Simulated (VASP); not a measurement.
# Re (Fm-3m) in VASP: single point with PBE

Aim: the single point of Re with PBE.

Program: VASP 6.6.1. These are calculated values, not measurements. Logs are shortened: lines on timing, memory, paths and dates and some standing lists are left out, and cuts for length are marked.

## (1) The cell of the first run

The structure is cubic, space group Fm-3m (No. 225). Conventional cell: a = 3.915 Å, b = 3.915 Å, c = 3.915 Å, α = 90.00°, β = 90.00°, γ = 90.00°. Within 3.6 Å of Re (site symmetry m-3m) lie 12 Re at 2.77 Å.

This isn't the form of Re at room conditions, which is hcp.

## (2) Single point, PBE

Contents of INCAR:

```
ALGO = Normal
EDIFF = 1E-6
ENCUT = 520
GGA = PE
ISIF = 2
ISMEAR = -1
LASPH = T
LCHARG = T
LELF = T
LREAL = F
LVHAR = T
LWAVE = F
NBANDS = 14
NELM = 60
PREC = Accurate
SIGMA = 0.08
```

Contents of KPOINTS:

```
k-points
0
Gamma
  15 11 15
```

Contents of POSCAR:

```
Re
1.0
   -1.9574982509      1.9574982509      0.0000000000
    0.0000000000      0.0000000000      3.9149965018
    1.9574982509      1.9574982509      0.0000000000
Re
2
Direct
    0.0000000000      0.0000000000      0.0000000000
    0.5000000000      0.5000000000      0.5000000000
```

Potentials or basis: VASP PAW PBE potentials, release 64 (Re).

Started as:

```console
cat potpaw_PBE.64/Re/POTCAR > POTCAR
mpirun -np 1 vasp_std > vasp.out
```

OUTCAR:

```text
EDIFF = 1E-6
   ENCUT = 520
   GGA = PE
   ISIF = 2
   ISMEAR = -1
   LASPH = T
   LREAL = F
   NELM = 60
   PREC = Accurate

 ion  position               nearest neighbor table
   1  0.000  0.000  0.000-   2 2.77   2 2.77   2 2.77   2 2.77   2 2.77   2 2.77   2 2.77   2 2.77

   2  0.500  0.500  0.500-   1 2.77   1 2.77   1 2.77   1 2.77   1 2.77   1 2.77   1 2.77   1 2.77

  LATTYP: Found a simple tetragonal cell.
 ALAT       =     2.7683205747
 C/A-ratio  =     1.4142135624

  Lattice vectors:

 A1 = (   1.9574982509,  -1.9574982509,   0.0000000000)
 A2 = (   1.9574982509,   1.9574982509,   0.0000000000)
 A3 = (   0.0000000000,   0.0000000000,   3.9149965018)

Analysis of symmetry for initial positions (statically):
=====================================================================
 Subroutine PRICEL returns following result:

  LATTYP: Found a face centered cubic cell.
 ALAT       =     3.9149965018

  Lattice vectors:

 A1 = (   1.9574982509,   0.0000000000,   1.9574982509)
 A2 = (   1.9574982509,   1.9574982509,   0.0000000000)
 A3 = (   0.0000000000,   1.9574982509,   1.9574982509)

   2 primitive cells build up your supercell.

 Routine SETGRP: Setting up the symmetry group for a
 simple tetragonal supercell.

 Subroutine GETGRP returns: Found 16 space group operations
 (whereof 16 operations were pure point group operations)
 out of a pool of 16 trial point group operations.

The static configuration has the point symmetry D_4h.

Analysis of symmetry for dynamics (positions and initial velocities):
=====================================================================
 Subroutine PRICEL returns following result:

  LATTYP: Found a face centered cubic cell.
 ALAT       =     3.9149965018

  Lattice vectors:

 A1 = (   1.9574982509,   0.0000000000,   1.9574982509)
 A2 = (   1.9574982509,   1.9574982509,   0.0000000000)
 A3 = (   0.0000000000,   1.9574982509,   1.9574982509)

   2 primitive cells build up your supercell.

 Routine SETGRP: Setting up the symmetry group for a
 simple tetragonal supercell.

 Subroutine GETGRP returns: Found 16 space group operations
 (whereof 16 operations were pure point group operations)
 out of a pool of 16 trial point group operations.

The dynamic configuration has the point symmetry D_4h.

 Subroutine INISYM returns: Found 16 space group operations
 (whereof 16 operations are pure point group operations),
 and found     2 'primitive' translations

----------------------------------------------------------------------------------------

                                     Primitive cell

  volume of cell :      15.0015

  direct lattice vectors                    reciprocal lattice vectors
     1.957498251  0.000000000  1.957498251     0.255428070 -0.255428070  0.255428070
     1.957498251  1.957498251  0.000000000     0.255428070  0.255428070 -0.255428070
     0.000000000  1.957498251  1.957498251    -0.255428070  0.255428070  0.255428070

  length of vectors
     2.768320575  2.768320575  2.768320575     0.442414395  0.442414395  0.442414395

  position of ions in fractional coordinates (direct lattice)
     0.000000000  0.000000000  0.000000000

  ion indices of the primitive-cell ions
   primitive index   ion index
                 1           1

----------------------------------------------------------------------------------------

 KPOINTS: k-points

Automatic generation of k-mesh.
 Grid dimensions read from file:
 generate k-points for:   15   11   15

 Generating k-lattice:

  Cartesian coordinates                     Fractional coordinates (reciprocal lattice)
    -0.017028538  0.017028538  0.000000000     0.066666667  0.000000000  0.000000000
     0.000000000  0.000000000  0.023220734     0.000000000  0.090909091  0.000000000
     0.017028538  0.017028538  0.000000000     0.000000000  0.000000000  0.066666667

  Length of vectors
     0.024081989  0.023220734  0.024081989

  Shift w.r.t. Gamma in fractional coordinates (k-lattice)
     0.000000000  0.000000000  0.000000000

 Subroutine IBZKPT returns following result:
 ===========================================

 Found    216 irreducible k-points:

 Following reciprocal coordinates:
            Coordinates               Weight
  0.000000  0.000000  0.000000      1.000000
  0.066667  0.000000  0.000000      4.000000
  0.133333  0.000000  0.000000      4.000000
  0.200000  0.000000  0.000000      4.000000
  0.266667  0.000000  0.000000      4.000000
  0.333333  0.000000  0.000000      4.000000
[... 16 lines left out ...]
  0.400000  0.181818  0.000000      8.000000
  0.466667  0.181818  0.000000      8.000000
 [... further k-points ...]
   k-points           NKPTS =    216   k-points in BZ     NKDIM =    216   number of bands    NBANDS=     14
   number of dos      NEDOS =    301   number of ions     NIONS =      2
   total plane-waves  NPLWV =  17280
   dimension x,y,z NGX =    24 NGY =   30 NGZ =   24
   dimension x,y,z NGXF=    48 NGYF=   60 NGZF=   48
   ions per type =               2
   NGX,Y,Z   is equivalent  to a cutoff of  14.41, 12.74, 14.41 a.u.
   NGXF,Y,Z  is equivalent  to a cutoff of  28.83, 25.48, 28.83 a.u.
 SYSTEM =  unknown system
   PREC   = accura    normal or accurate (medium, high low for compatibility)
   ISTART =      0    job   : 0-new  1-cont  2-samecut
   ICHARG =      2    charge: 1-file 2-atom 10-const
   ISPIN  =      1    spin polarized calculation?
   LNONCOLLINEAR =      F non collinear calculations
   LSORBIT =      F    spin-orbit coupling
   LASPH  =      T    aspherical Exc in radial PAW
   ENCUT  =  520.0 eV  38.22 Ry    6.18 a.u.   5.15  7.28  5.15*2*pi/ulx,y,z
   NELM   =     60;   NELMIN=  2; NELMDL= -5     # of ELM steps
   EDIFF  = 0.1E-05   stopping-criterion for ELM
   LREAL  =      F    real-space projection
   EDIFFG = 0.1E-04   stopping-criterion for IOM
   NSW    =      0    number of steps for IOM
   IBRION =     -1    ionic relax: 0-MD 1-quasi-New 2-CG
   NFREE  =      0    steps in history (QN), initial steepest desc. (CG)
   ISIF   =      2    stress and relaxation
   ISYM   =      2    0-nonsym 1-usesym 2-fastsym
   POTIM  = 0.5000    time-step for ionic-motion
   TEBEG  =    0.0;   TEEND  =   0.0 temperature during run
   PSTRESS=    0.0 pullay stress
   NELECT =      14.0000    total number of electrons
   NUPDOWN=      -1.0000    fix difference up-down
   EMIN   =  10.00;   EMAX   =-10.00  energy-range for DOS
   EFERMI =   0.00;   METHOD = LEGACY
   ISMEAR =    -1;   SIGMA  =   0.08  broadening in eV -4-tet -1-fermi 0-gaus
   EFERMI_NEDOS =   21; number of points for ismear=-14 and -15
   IALGO  =     38    algorithm
   IMIX   =      4    mixing-type and parameters
     AMIX     =   0.40;   BMIX     =  1.00
     AMIX_MAG =   1.60;   BMIX_MAG =  1.00
  volume/ion in A,a.u.               =      15.00       101.23
  Fermi-wavevector in a.u.,A,eV,Ry     =   1.269783  2.399542 21.937334  1.612349
  Thomas-Fermi vector in A             =   2.402806
   LORBIT       =      0    0 simple, 1 ext, 2 COOP (PROOUT), +10 PAW based schemes
   GGA     = PE    functional components
   LHFCALC =     F    Hartree Fock is set to
   AEXX    =    0.0000 exact exchange contribution
   IVDW    =     0    specifies the selected vdW correction
   LEPSILON=     F    determine dielectric tensor
   LRPA    =     F    only Hartree local field effects (RPA)
 non-spin polarized calculation
  energy-cutoff  :      520.00
  volume of cell :       30.00
 maximum number of plane-waves:       830
 NGX is ok and might be reduce to    24
   NGX = 11   NGY = 15   NGZ = 11

 number of electron      14.0000000 magnetization

 Free energy of the ion-electron system (eV)
  ---------------------------------------------------
  ext. energy  EPLUGINS =         0.00000000
  ---------------------------------------------------
  free energy    TOTEN  =       -24.74448111 eV

  energy without entropy =      -24.70784697  energy(sigma->0) =      -24.72616404

 E-fermi :   7.9115     XC(G=0): -13.6246

 val. band max:        7.9007030369   @ k =   0.3333   0.2727   0.2000
 cond. band min:       7.9118437460   @ k =   0.4667   0.4545   0.0000
 fundamental gap:      0.0111407090
 Fermi energy:         7.9115061724

 k-point     1 :       0.0000    0.0000    0.0000
  band No.  band energies     occupation
      1      -2.0824      2.00000
      2       1.2536      2.00000
      3       2.1084      2.00000
      4       6.0492      2.00000
      5       6.0492      2.00000
      6       6.0518      2.00000
      7       9.1456      0.00000
      8       9.1473      0.00000
      9      10.6354      0.00000
     10      11.5752      0.00000
     11      12.3452      0.00000
     12      12.3452      0.00000
     13      20.0399      0.00000
     14      20.0582      0.00000

 k-point     2 :       0.0667    0.0000    0.0000
  band No.  band energies     occupation
      1      -1.9470      2.00000
      2       1.3623      2.00000
      3       2.2083      2.00000
      4       5.9481      2.00000
      5       6.1066      2.00000
      6       6.1310      2.00000
      7       9.0456      0.00000
      8       9.1431      0.00000
      9       9.8400      0.00000
     10      11.3222      0.00000
     11      12.2632      0.00000
     12      13.2486      0.00000
     13      19.0236      0.00000
     14      20.4417      0.00000

 k-point     3 :       0.1333    0.0000    0.0000
  band No.  band energies     occupation
      1      -1.5525      2.00000
      2       1.6518      2.00000
      3       2.5182      2.00000
      4       5.6790      2.00000
      5       6.2776      2.00000
      6       6.3327      2.00000
      7       8.6557      0.00018
      8       8.7722      0.00004
      9       9.1687      0.00000
     10      10.6922      0.00000
     11      12.0226      0.00000
     12      14.7567      0.00000
     13      17.6389      0.00000
     14      21.5159      0.00000
[... 324 lines left out ...]
 k-point    23 :       0.4000    0.1818    0.0000
  band No.  band energies     occupation
      1       1.4039      2.00000
      2       2.6553      2.00000
      3       4.4838      2.00000
      4       5.3217      2.00000
      5       5.9197      2.00000
      6       6.0686      2.00000
      7       6.6019      2.00000
      8       7.2288      1.99961
      9       9.2799      0.00000
     10      10.7508      0.00000
     11      11.5356      0.00000
     12      14.2917      0.00000
     13      17.7077      0.00000
     14      20.7439      0.00000

 k-point    24 :       0.4667    0.1818    0.0000
  band No.  band energies     occupation
      1       1.9166      2.00000
      2       2.3403      2.00000
      3       4.9277      2.00000
      4       5.4357      2.00000
      5       5.6473      2.00000
      6       5.9575      2.00000
      7       6.6787      2.00000
      8       6.8791      2.00000
      9       9.7216      0.00000
     10      10.2294      0.00000
     11      12.6412      0.00000
     12      13.5808      0.00000
     13      18.6190      0.00000
     14      19.7425      0.00000

 [... further k-points ...]
[... 5 lines left out ...]
  --------------------------------------------------------------------------------------
  -------------------------------------------------------------------------------------
  Total       -0.0807408     -0.0807408     -0.1242978      0.0000000     -0.0000000      0.0000000
  in kB       -4.3116129     -4.3116129     -6.6375800      0.0000000     -0.0000000      0.0000000
  external PRESSURE =      -5.0869352 kB  Pullay stress =       0.0000000 kB

 VOLUME and BASIS-vectors are now :
 -----------------------------------------------------------------------------
  energy-cutoff  :      520.00
  volume of cell :       30.00
      direct lattice vectors                 reciprocal lattice vectors
    -1.957498251  1.957498251  0.000000000    -0.255428070  0.255428070  0.000000000
     0.000000000  0.000000000  3.914996502     0.000000000  0.000000000  0.255428070
     1.957498251  1.957498251  0.000000000     0.255428070  0.255428070  0.000000000

 POSITION                                       TOTAL-FORCE (eV/Angst)
 -----------------------------------------------------------------------------------
      0.00000      0.00000      0.00000         0.000000      0.000000      0.000000
      0.00000      1.95750      1.95750        -0.000000     -0.000000      0.000000
 -----------------------------------------------------------------------------------
    total drift:                               -0.000000     -0.000000      0.000000

  FREE ENERGIE OF THE ION-ELECTRON SYSTEM (eV)
  ---------------------------------------------------
  free  energy   TOTEN  =       -24.7444811141 eV

  energy  without entropy=      -24.7078469699  energy(sigma->0) =      -24.72616404
```

Run time: 86 s. Hardware: 1 thread of AMD EPYC 9755, shared host; peak memory 0.17 GiB.

What came out:

```
Free energy            : -24.7445 eV
Pressure               : -0.5 GPa
Band gap on the k mesh : zero (bands 7 and 8 overlap by 5.01 eV)
```

Caveat: spin-orbit coupling is left out, which moves the levels of the heavy elements.
